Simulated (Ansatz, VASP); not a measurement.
## BiTe: VASP beside Ansatz

Contents of POSCAR:

```
BiTe
1.0
    2.4227077728      1.3987509848      3.3172919545
   -2.4227077728      1.3987509848      3.3172919545
    0.0000000000     -2.7975019696      3.3172919545
Bi Te
1 1
Direct
    0.5000000000      0.5000000000      0.5000000000
    0.0000000000      0.0000000000      0.0000000000
```

INCAR.step1

```
SYSTEM = BiTe
  PREC = Accurate
  ENCUT = 600
  ISMEAR = -1
  SIGMA = 0.05
  LREAL = .FALSE.
  LASPH = .TRUE.
  NELM = 60
  GGA = PE
  ALGO = Normal
  EDIFF = 1E-4
  LWAVE = .TRUE.
  LCHARG = .FALSE.
```

The input INCAR.step2:

```
SYSTEM = BiTe
  PREC = Accurate
  ENCUT = 600
  EDIFF = 1E-6
  ISMEAR = -1
  SIGMA = 0.05
  LREAL = .FALSE.
  LASPH = .TRUE.
  NELM = 60
  ALGO = Normal
  ISIF = 3
  LWAVE = .FALSE.
  LCHARG = .FALSE.
  METAGGA = R2SCAN
  LMIXTAU = .TRUE.
  IBRION = 2
  NSW = 60
  EDIFFG = -0.01
  ISTART = 1
```

KPOINTS

```
Automatic mesh
0
G
  7 7 7
  0 0 0
```

File input.yaml:

```yaml
crystal:
  lattice:
    - [2.4227077728, 1.3987509848, 3.3172919545]
    - [-2.4227077728, 1.3987509848, 3.3172919545]
    - [0.0, -2.7975019696, 3.3172919545]
  atoms:
    - { symbol: Bi, position: [0.5, 0.5, 0.5] }
    - { symbol: Te, position: [0.0, 0.0, 0.0] }
hamiltonian:
  xc: r2scan
  pseudopotentials: { kind: paw }
kpoints:
  mp_grid: { grid: [7, 7, 7] }
scf:
  occupations: { method: fermi_dirac, width: 0.05 }
output:
  forces: true
  stress: true
  eigenvalues: true
relax:
  f_tol: 0.01
  max_steps: 40
  cell: { stress_tol: 0.05 }
```

Alike in both runs: task relaxation of cell and atoms; functional r2SCAN; k mesh 7 × 7 × 7; occupations fermi-dirac, width 0.05 eV; no spin polarisation.

|  | VASP | Ansatz |
| --- | --- | --- |
| version | VASP 6.6.1 | Ansatz 0.2.0 |
| potentials or method | VASP PAW PBE potentials, release 64 (Bi_d, Te) | Ansatz PAW |
| plane-wave cutoff (eV) | 600 | 500 |
| valence electrons in the cell | 21 | 31 |

|  | VASP | Ansatz | Ansatz less VASP |
| --- | --- | --- | --- |
| gap on the k mesh at the Fermi level, each at its own relaxed structure (eV) | none | none | - |
| relaxed volume (Å³/atom) | 33.33 | 33.33 | -0.002 |
| relaxed length of the cell vector where the two differ most in proportion (Å) | 4.323 | 4.322 | -0.0014 |

VASP's potentials were made for PBE, not for r2SCAN. A gap of «none» marks a metal or a gap that the smearing closes. VASP's potentials hold 21 valence electrons a cell and Ansatz's 31, so a difference there can come from the potentials and not from the codes.

Spin-orbit coupling is off throughout. Noted on Ansatz's run: the plane-wave basis is chosen anew once the cell has moved, so the energies of steps on either side of that aren't comparable.
